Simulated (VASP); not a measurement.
Wanted: the native input for a VASP 6.6.1 run.

| Item | Value |
| --- | --- |
| Task | single point |
| Functional | PBE |
| Potentials or basis | VASP PAW PBE potentials, release 64 (Os) |
| Cutoff | 520 eV |
| k mesh | 16 × 16 × 15 |
| Occupations | fermi-dirac, width 0.05 eV |
| Spin | no spin polarisation |
| Dipole correction | no |
| Further INCAR settings | ALGO = Normal; EDIFF = 1e-07; NBANDS = 10 |

The structure of Os lies in POSCAR:

```
Os
1.0
    2.2378676953      0.0000000000      0.0000000000
   -1.1189338477      1.9380502744      0.0000000000
    0.0000000000      0.0000000000      2.1109464564
Os
1
Direct
    0.0000000000      0.0000000000      0.0000000000
```

This cell differs from its parent crystal: volume scaled by 0.58.

These files were run (other wordings do the same):

INCAR

```
SYSTEM = Os
PREC     = Accurate       ! precision mode
ENCUT    = 520            ! plane-wave cutoff, eV
EDIFF    = 1E-7           ! SCF threshold, eV
ISMEAR   = -1             ! smearing method
SIGMA    = 0.05           ! smearing width, eV
LREAL    = .FALSE.        ! projectors in reciprocal space
LASPH    = .TRUE.         ! aspherical terms in the spheres
NELM     = 80             ! most SCF steps
ALGO     = Normal         ! electronic algorithm
ISIF     = 2              ! what is computed and relaxed
LWAVE    = .FALSE.        ! write WAVECAR
LCHARG   = .TRUE.         ! write CHGCAR
GGA      = PE             ! functional
LELF     = .TRUE.         ! ELF
LVHAR    = .TRUE.       
NBANDS   = 10             ! bands
```

KPOINTS

```
regular mesh
0
G
  16 16 15
  0 0 0
```

Potentials or basis: VASP PAW PBE potentials, release 64 (Os).

Run with:

```console
$ cat potpaw_PBE.64/Os/POTCAR > POTCAR
$ mpirun -np 1 vasp_std > vasp.out
```

It gave:

```json
{"Pressure": "580.7 GPa", "Band gap on the k mesh": "zero (band 4 reaches 23.26 eV, above the bottom of band 5 at 14.85 eV)"}
```

Caveat: spin-orbit coupling is left out, which moves the levels of the heavy elements.

Wall time 11 s on 1 thread of Intel(R) Xeon(R) Platinum 8488C (Sapphire Rapids), with other jobs on the host, peak memory 0.13 GiB.
